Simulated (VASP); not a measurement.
Input of a VASP 6.6.1 run:

The input POSCAR:

```
Al16H3C
1.0
    8.1000000000      0.0000000000      0.0000000000
    0.0000000000      5.7275650000      0.0000000000
    0.0000000000      0.0000000000     17.2956740000
Al C H
16 1 3
Direct
    0.2500000000      0.2500000000      0.0578179000
    0.7500000000      0.2500000000      0.0578179000
    0.2500000000      0.7500000000      0.0578179000
    0.7500000000      0.7500000000      0.0578179000
    0.0001545793     -0.0000094325      0.1299949828
    0.5001046078     -0.0000642933      0.1306983727
    0.0001061421      0.5002341657      0.1293647725
    0.5000424782      0.4998707892      0.1227656643
    0.2503995328      0.2489205207      0.2131189855
    0.7503136329      0.2494810584      0.2129497236
    0.2502993992      0.7515740104      0.2130094162
    0.7504273144      0.7510203222      0.2128009933
    0.0000230023      0.0000954779      0.2854844001
    0.5014001802      0.0016661099      0.2907123478
    0.0004495324      0.5005479049      0.2855755977
    0.4999072667      0.5006569797      0.2749895695
    0.5032404123      0.9923977716      0.4052226978
    0.5266148597      1.1646339806      0.4300860501
    0.3840508944      0.9301791699      0.4265371763
    0.5990293551      0.8727826976      0.4257159564
```

The input INCAR.step1:

```
SYSTEM = Al16H3C
ALGO = Normal ; EDIFF = 1E-4
ENCUT = 520 ; GGA = PE
ISMEAR = -1 ; LASPH = .TRUE.
LCHARG = .FALSE. ; LREAL = Auto
LWAVE = .TRUE. ; NBANDS = 44
NELM = 100 ; PREC = Accurate
SIGMA = 0.1
```

The input INCAR.step2:

```
SYSTEM = Al16H3C
ALGO = Normal ; EDIFF = 1E-6
ENCUT = 520 ; ISIF = 2
ISMEAR = -1 ; ISTART = 1
LASPH = .TRUE. ; LCHARG = .TRUE.
LELF = .TRUE. ; LMIXTAU = .TRUE.
LREAL = Auto ; LVHAR = .TRUE.
LWAVE = .FALSE. ; METAGGA = R2SCAN
NBANDS = 44 ; NELM = 100
PREC = Accurate ; SIGMA = 0.1
```

The input KPOINTS:

```
k-points
0
G
  2 3 1
  0 0 0
```

Potentials or basis: VASP PAW PBE potentials, release 64 (Al, C, H).

Run with:

```bash
$ cat potpaw_PBE.64/Al/POTCAR potpaw_PBE.64/C/POTCAR potpaw_PBE.64/H/POTCAR > POTCAR
$ cp INCAR.step1 INCAR
$ mpirun -np 1 vasp_std > vasp.out
$ cp INCAR.step2 INCAR
$ mpirun -np 1 vasp_std > vasp.out
```

Q: Predict the band gap on the k mesh.

A: Zero (an odd number of electrons rules out a gap without spin polarisation).

Q: Estimate the largest force.

A: 0.232 eV/Å.

Forces on the atoms (eV/Å):
```
Al  -0.064 -0.222  0.018
Al   0.069 -0.219  0.011
Al  -0.063  0.223  0.014
Al   0.068  0.220  0.005
Al  -0.003  0.002  0.005
Al   0.002 -0.001  0.000
Al  -0.002 -0.001  0.003
Al   0.001  0.000  0.001
Al   0.002 -0.002 -0.001
Al  -0.005 -0.001 -0.001
Al   0.001  0.002 -0.006
Al  -0.005  0.001 -0.001
Al   0.001  0.001 -0.013
Al  -0.003  0.002  0.002
Al  -0.001 -0.002 -0.014
Al   0.003 -0.002 -0.013
C    0.025 -0.013 -0.031
H    0.006  0.041  0.013
H   -0.034 -0.019  0.009
H    0.003 -0.009 -0.001
```

Caveat: the k points lie up to 0.39 Å⁻¹ apart, too coarse for converged energies and pressures of a metal; the PAW data sets were made with another functional, which shifts forces and pressure a little.
